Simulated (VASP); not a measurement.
A run of VASP 6.6.1 is set up as follows.

INCAR

```
PREC = Accurate
ENCUT = 600
EDIFF = 1E-6
ISMEAR = -1
SIGMA = 0.05
LREAL = F
LASPH = T
NELM = 80
ALGO = Normal
ISIF = 3
LWAVE = F
LCHARG = F
GGA = PE
IBRION = 2
NSW = 100
EDIFFG = -0.005
```

File KPOINTS:

```
Automatic mesh
0
Gamma
  13 13 13
```

The input POSCAR:

```
KCl
1.0
    0.0000000000      2.7843458251      2.7843458251
    2.7843458251      0.0000000000      2.7843458251
    2.7843458251      2.7843458251      0.0000000000
K Cl
1 1
Direct
    0.0000000000      0.0000000000      0.0000000000
    0.5000000000      0.5000000000      0.5000000000
```

Potentials or basis: VASP PAW PBE potentials, release 64 (K_sv, Cl).

The run is started by

```sh
$ cat potpaw_PBE.64/K_sv/POTCAR potpaw_PBE.64/Cl/POTCAR > POTCAR
$ mpirun -np 1 vasp_std > vasp.out
```

Question: Predict the band gap on the k mesh.

Answer: 5.04 eV, direct.

Question: Predict the space group after relaxing (to 0.05 Å).

Answer: Fm-3m (No. 225).

Final structure:
```
CELL_PARAMETERS angstrom
0.00000 3.19050 3.19050
3.19050 0.00000 3.19050
3.19050 3.19050 0.00000
ATOMIC_POSITIONS crystal
K 0.00000 0.00000 0.00000
Cl 0.50000 0.50000 0.50000
```

 A k mesh can miss the band edges.
